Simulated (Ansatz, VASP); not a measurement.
## One calculation of Ga2PdS2, two programs

```
Ga Pd S
1.0
     7.26328    0.00000    0.00000
     0.00000    7.26328    0.00000
     0.00000    0.00000    3.63834
Ga Pd S
4 2 4
Direct
  0.12002 0.62002 0.50000
  0.37998 0.12002 0.50000
  0.87998 0.37998 0.50000
  0.62002 0.87998 0.50000
  0.00000 0.00000 0.00000
  0.50000 0.50000 0.00000
  0.25875 0.75875 0.00000
  0.24125 0.25875 0.00000
  0.74125 0.24125 0.00000
  0.75875 0.74125 0.00000
```

Change from the starting cell: species swapped into the MnB2W2 type (P4/mbm, No. 127).

Alike in both runs: functional PBE; k mesh 4 × 4 × 8; occupations gaussian, width 0.1 eV; no spin polarisation.

Ansatz relaxed the structure, and its values are those at the end. VASP's run is a single point on that final structure, the one shown.

|  | VASP | Ansatz |
| --- | --- | --- |
| version | VASP 6.6.1 | Ansatz 0.2.0 |
| potentials or method | VASP PAW PBE potentials, release 64 (Ga_d, Pd, S), cutoff 500 eV | scalar-relativistic, plane waves, PAW |
| valence electrons in the cell | 96 | 112 |

|  | VASP | Ansatz | Ansatz less VASP |
| --- | --- | --- | --- |
| gap on the k mesh at the Fermi level (eV) | none | none | - |
| pressure (GPa) | 0.0 | 0.0 | +0.04 |
| rms of the force components (eV/Å) | 0.005 | 0.002 | -0.0036 |

A gap of «none» marks a metal or a gap that the smearing closes. VASP's potentials hold 96 valence electrons a cell and Ansatz's 112, so a difference there can come from the potentials and not from the codes.
